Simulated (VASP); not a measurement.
Input of a VASP 6.6.1 run:

INCAR

```
SYSTEM = AlGa3P4
ALGO     = Normal         ! electronic algorithm
EDIFF    = 1E-6           ! SCF threshold, eV
ENCUT    = 520            ! plane-wave cutoff, eV
GGA      = PE             ! functional
ISIF     = 2              ! what is computed and relaxed
ISMEAR   = 0              ! smearing method
LASPH    = .TRUE.         ! aspherical terms in the spheres
LCHARG   = .FALSE.        ! write CHGCAR
LREAL    = .FALSE.        ! projectors in reciprocal space
LWAVE    = .FALSE.        ! write WAVECAR
NBANDS   = 41             ! bands
NELM     = 80             ! most SCF steps
PREC     = Accurate       ! precision mode
SIGMA    = 0.01           ! smearing width, eV
```

File KPOINTS:

```
k-points
0
G
  6 4 4
  0 0 0
```

The input POSCAR:

```
AlGa3P4
1.0
    3.8623011276      0.0000000000      0.0000000000
    0.0000000000      3.8602667611      5.4550963311
    0.0000000000     -3.8602667611      5.4550963311
Al Ga P
1 3 4
Direct
    0.0000000000      0.0002908353      0.0002908353
    0.5000000000      0.0001822130      0.4998444587
    0.5000000000      0.4998444587      0.0001822130
    0.0000000000      0.4998093644      0.4998093644
    0.5000000000      0.1249603748      0.1249603748
    0.0000000000      0.1248942269      0.6250830407
    0.0000000000      0.6250830407      0.1248942269
    0.5000000000      0.6249354864      0.6249354864
```

Potentials or basis: VASP PAW PBE potentials, release 64 (Al, Ga_d, P).

Launch:

```bash
$ cat potpaw_PBE.64/Al/POTCAR potpaw_PBE.64/Ga_d/POTCAR potpaw_PBE.64/P/POTCAR > POTCAR
$ mpirun -np 1 vasp_std > vasp.out
```

Question: Predict the largest force.

Answer: 0.075 eV/Å.

Question: Estimate the band gap on the k mesh.

Answer: 1.57 eV (least direct gap 1.64 eV).

Forces in eV/Å, atoms in the order of the input:
```
Al   0.000  0.000 -0.011
Ga   0.000 -0.012  0.000
Ga   0.000  0.012  0.000
Ga   0.000  0.000  0.008
P    0.000  0.000 -0.075
P    0.000 -0.054  0.039
P    0.000  0.054  0.039
P    0.000  0.000 -0.001
```

A k mesh can miss the band edges.
